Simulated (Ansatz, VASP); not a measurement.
Li in VASP and in Ansatz

File INCAR:

```
SYSTEM = Li
PREC     = Accurate       ! precision mode
ENCUT    = 750            ! plane-wave cutoff, eV
EDIFF    = 1E-6           ! SCF threshold, eV
ISMEAR   = -1             ! smearing method
SIGMA    = 0.08           ! smearing width, eV
LREAL    = .FALSE.        ! projectors in reciprocal space
LASPH    = .TRUE.         ! aspherical terms in the spheres
NELM     = 120            ! most SCF steps
ALGO     = Normal         ! electronic algorithm
ISIF     = 2              ! what is computed and relaxed
LWAVE    = .FALSE.        ! write WAVECAR
LCHARG   = .FALSE.        ! write CHGCAR
GGA      = PS             ! functional
NBANDS   = 8              ! bands
GGA_COMPAT= .FALSE.
```

Contents of KPOINTS:

```
regular mesh
0
G
  13 13 13
  0 0 0
```

File POSCAR:

```
Li
1.0
    0.0000000000      2.2020000000      2.1579600000
    2.2020000000      0.0000000000      2.1579600000
    2.2020000000      2.2020000000      0.0000000000
Li
1
Direct
    0.0000000000      0.0000000000      0.0000000000
```

Input for Ansatz:

```yaml
crystal:
  lattice:
    - [0.0, 2.202, 2.15796]
    - [2.202, 0.0, 2.15796]
    - [2.202, 2.202, 0.0]
  atoms:
    - { symbol: Li, position: [0.0, 0.0, 0.0] }
kpoints:
  mp_grid: { grid: [13, 13, 13] }
  band_path:
    path:
      - [0.0, 0.0, 0.0]
      - [0.0, 0.5, 0.5]
      - [0.25, 0.75, 0.5]
      - [0.0, 0.5, 0.0]
      - [0.0, 0.0, 0.0]
      - [0.5, 0.5, 0.0]
      - [0.3801541025, 0.6198458975, 0.0]
      - [-0.3801541025, 0.3801541025, 0.0]
      - [0.0, 0.0, 0.0]
    npoints: 5
scf:
  occupations: { method: fermi_dirac, width: 0.08 }
hamiltonian:
  xc: pbesol
  pseudopotentials: { kind: all_electron, lapw: { basis_error: 0.00025 } }
output:
  forces: true
  stress: true
  eigenvalues: true
```

Change from the starting cell: zz strain of -2 %.

Alike in both runs: task single point; functional PBEsol; k mesh 13 × 13 × 13; occupations fermi-dirac, width 0.08 eV; no spin polarisation.

```csv
,VASP,Ansatz
version,VASP 6.6.1,Ansatz 0.2.0
potentials or method,"VASP PAW PBE potentials, release 64 (Li_sv), cutoff 750 eV","all-electron LAPW, scalar-relativistic"
```

VASP gave:

* pressure (GPa): -0.5

Problem. What did Ansatz give for the same quantities?

Solution. Pressure (GPa): -0.4.

VASP's potentials were made for PBE, not for PBEsol. Ansatz ran all-electron here, and VASP with PAW potentials.
